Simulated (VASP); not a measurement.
Crystal: AlNi3.

```xyz
4
Lattice="0.0000 2.8019 2.8019 2.8019 0.0000 2.8019 2.8019 2.8019 0.0000" Properties=species:S:1:pos:R:3 pbc="T T T"
Al    2.8019    2.8019    2.8019
Ni    1.4009    1.4009    1.4009
Ni    0.0000    0.0000    0.0000
Ni    4.2028    4.2028    4.2028
```

| Property | Result |
| --- | --- |
| Program | VASP 6.6.1 |
| Task | relaxation of cell and atoms |
| Functional | LDA |
| Potentials or basis | VASP PAW LDA potentials, release 64 (Al, Ni) |
| Cutoff | 600 eV |
| k mesh | 6 × 6 × 6 |
| Occupations | gaussian, width 0.01 eV |
| Spin | collinear spin, ferromagnetic start |
| Starting moments | [0.0, 1.0, 1.0, 1.0] μB |

At the start: pressure -7.3 GPa; volume 11.00 Å³/atom.

Problem. Where does the relaxation end?

Solution. Over 3 steps the energy falls by 9.3 meV/atom and the volume is 10.61 Å³/atom (-3.6 %); space group Fm-3m (No. 225, to 0.05 Å); moment 0.00 μB per cell.

Step by step:
| step | energy change (eV) | largest force (eV/Å) | pressure (GPa) | volume (Å³) |
| --- | --- | --- | --- | --- |
| 1 | 0.0000 | 0.0000 | -7.25 | 43.99 |
| 2 | 0.0025 | 0.0000 | 8.61 | 40.90 |
| 3 | -0.0371 | 0.0000 | -0.04 | 42.43 |

Final structure:
```yaml
crystal:
  lattice:
    - [0.00000, 2.76825, 2.76825]
    - [2.76825, 0.00000, 2.76825]
    - [2.76825, 2.76825, 0.00000]
  atoms:
    - { symbol: Al, position: [0.50000, 0.50000, 0.50000] }
    - { symbol: Ni, position: [0.25000, 0.25000, 0.25000] }
    - { symbol: Ni, position: [0.00000, 0.00000, 0.00000] }
    - { symbol: Ni, position: [0.75000, 0.75000, 0.75000] }
```
